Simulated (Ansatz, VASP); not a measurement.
CdF2: VASP beside Ansatz

Contents of INCAR:

```
PREC = Accurate
ENCUT = 520
EDIFF = 1E-7
ISMEAR = 0
SIGMA = 0.05
LREAL = False
LASPH = True
NELM = 80
ALGO = Normal
ISIF = 2
LWAVE = False
LCHARG = False
GGA = PE
NBANDS = 20
```

KPOINTS

```
regular mesh
0
Gamma
  8 8 8
```

The input POSCAR:

```
CdF2
1.0
   -0.1004309148      2.7402705265      2.6306597054
    2.7402705265     -0.1004309148      2.6306597054
    2.6398396117      2.6398396117      0.0000000000
Cd F
1 2
Direct
    0.0000000000      0.0000000000      0.0000000000
    0.2500000000      0.2500000000      0.2500000000
    0.7500000000      0.7500000000      0.7500000000
```

Input for Ansatz:

```yaml
crystal:
  lattice:
    - [-0.1004309148, 2.7402705265, 2.6306597054]
    - [2.7402705265, -0.1004309148, 2.6306597054]
    - [2.6398396117, 2.6398396117, 0.0]
  atoms:
    - { symbol: Cd, position: [0.0, 0.0, 0.0] }
    - { symbol: F, position: [0.25, 0.25, 0.25] }
    - { symbol: F, position: [0.75, 0.75, 0.75] }
basis:
  ecutwfc: 520.0
kpoints:
  mp_grid: { grid: [8, 8, 8] }
hamiltonian:
  xc: pbe
  pseudopotentials: { kind: paw }
scf:
  occupations: { method: gaussian, width: 0.05 }
output:
  forces: true
  stress: true
  eigenvalues: true
```

Change from the starting cell: engineering shear strain xy -0.0733, normal strain along z -0.0400.

Alike in both runs: task single point; functional PBE; k mesh 8 × 8 × 8; occupations gaussian, width 0.05 eV; no spin polarisation.

|  | VASP | Ansatz |
| --- | --- | --- |
| version | VASP 6.6.1 | Ansatz 0.2.0 |
| potentials or method | VASP PAW PBE potentials, release 64 (Cd, F), cutoff 520 eV | scalar-relativistic, plane waves, PAW |
| valence electrons in the cell | 26 | 34 |

```tsv
	VASP	Ansatz	Ansatz less VASP
gap on the k mesh at the Fermi level (eV)	3.00	3.03	+0.033
least direct gap on the mesh (eV)	3.34	3.37	+0.032
pressure (GPa)	5.7	4.9	-0.73
traceless stress, the component that is largest in VASP (GPa)	2.91	2.95	+0.032
rms of the force components (eV/Å)	0.097	0.083	-0.0140
```

Atom by atom the forces differ by 0.014 eV/Å (rms over components). VASP's potentials hold 26 valence electrons a cell and Ansatz's 34, so a difference there can come from the potentials and not from the codes.
